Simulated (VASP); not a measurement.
A run of VASP 6.6.1 is set up as follows.

INCAR

```
ALGO = Normal
EDIFF = 1E-7
ENCUT = 520
ISIF = 2
ISMEAR = 0
LASPH = True
LCHARG = False
LREAL = False
LWAVE = False
NBANDS = 35
NELM = 100
PREC = Accurate
SIGMA = 0.1
```

Contents of KPOINTS:

```
k-points
0
Gamma
  6 6 6
```

POSCAR

```
Al2O3
1.0
    2.2925939644      1.3236297425      4.1514370671
   -2.2925939644      1.3236297425      4.1514370671
    0.0000000000     -2.6472594850      4.1514370671
Al O
4 6
Direct
    0.3518330658      0.3518330658      0.3518330658
    0.1481669342      0.1481669342      0.1481669342
    0.6481669342      0.6481669342      0.6481669342
    0.8518330658      0.8518330658      0.8518330658
    0.5569045813      0.9430954187      0.2500000000
    0.2500000000      0.5569045813      0.9430954187
    0.9430954187      0.2500000000      0.5569045813
    0.4430954187      0.0569045813      0.7500000000
    0.7500000000      0.4430954187      0.0569045813
    0.0569045813      0.7500000000      0.4430954187
```

Potentials or basis: VASP PAW LDA potentials, release 64 (Al, O).

The run is started by

```sh
$ cat potpaw_LDA.64/Al/POTCAR potpaw_LDA.64/O/POTCAR > POTCAR
$ mpirun -np 1 vasp_std > vasp.out
```

Question: Predict the largest force.

Answer: 0.019 eV/Å.

Question: Estimate the band gap on the k mesh.

Answer: 7.66 eV.

Question: Estimate the pressure.

Answer: 31.6 GPa.

Forces on the atoms (eV/Å):
```
Al   0.000  0.000 -0.019
Al   0.000  0.000  0.019
Al   0.000  0.000  0.019
Al   0.000  0.000 -0.019
O   -0.012  0.000  0.000
O    0.006 -0.011  0.000
O    0.006  0.011  0.000
O    0.012  0.000  0.000
O   -0.006  0.011  0.000
O   -0.006 -0.011  0.000
```

Caveat: the cell stands under pressure. A k mesh can miss the band edges.
